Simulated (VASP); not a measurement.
A run of VASP 6.6.1 is set up as follows.

INCAR

```
ALGO = Normal
EDIFF = 1E-7
ENCUT = 520
GGA = PE
ISIF = 2
ISMEAR = 0
LASPH = T
LCHARG = F
LREAL = F
LWAVE = F
NBANDS = 35
NELM = 60
PREC = Accurate
SIGMA = 0.1
```

The input KPOINTS:

```
k-points
0
Gamma
  6 4 2
```

The input POSCAR:

```
HfSi2B2
1.0
    3.3504009639     -0.0074374898      0.0191527258
   -1.2958132703      4.5210988382      0.0836988707
   -1.0816662793     -1.0155044861      8.3086299430
Hf Si B
2 4 4
Direct
    0.5476821211      0.6469566186      0.7248469334
    0.4523178789      0.3530433814      0.2751530666
    0.5253106563      0.8077066170      0.0831344092
    0.8087436119      0.2222838223      0.5713542422
    0.4746893437      0.1922933830      0.9168655908
    0.1912563881      0.7777161777      0.4286457578
    0.0659969118      0.4574025895      0.9081719006
    0.7515685758      0.9593142596      0.3361136145
    0.9340030882      0.5425974105      0.0918280994
    0.2484314242      0.0406857404      0.6638863855
```

Potentials or basis: VASP PAW PBE potentials, release 64 (Hf_pv, Si, B).

Launch:

```bash
$ cat potpaw_PBE.64/Hf_pv/POTCAR potpaw_PBE.64/Si/POTCAR potpaw_PBE.64/B/POTCAR > POTCAR
$ mpirun -np 1 vasp_std > vasp.out
```

Question: Predict the pressure.

Answer: -0.3 GPa.

Question: Predict the largest force.

Answer: 0.042 eV/Å.

Question: Predict the band gap on the k mesh.

Answer: Zero (bands 24 and 25 overlap by 1.06 eV).

Forces in eV/Å, atoms in the order of the input:
```
Hf   0.013 -0.037  0.015
Hf  -0.013  0.037 -0.015
Si   0.003 -0.003  0.008
Si  -0.026  0.000 -0.007
Si  -0.003  0.003 -0.008
Si   0.026  0.000  0.007
B    0.026  0.009 -0.020
B    0.004  0.003 -0.004
B   -0.026 -0.009  0.020
B   -0.004 -0.003  0.004
```

Caveat: the k points lie up to 0.38 Å⁻¹ apart, too coarse for converged energies and pressures of a metal; spin-orbit coupling is left out, which moves the levels of the heavy elements.
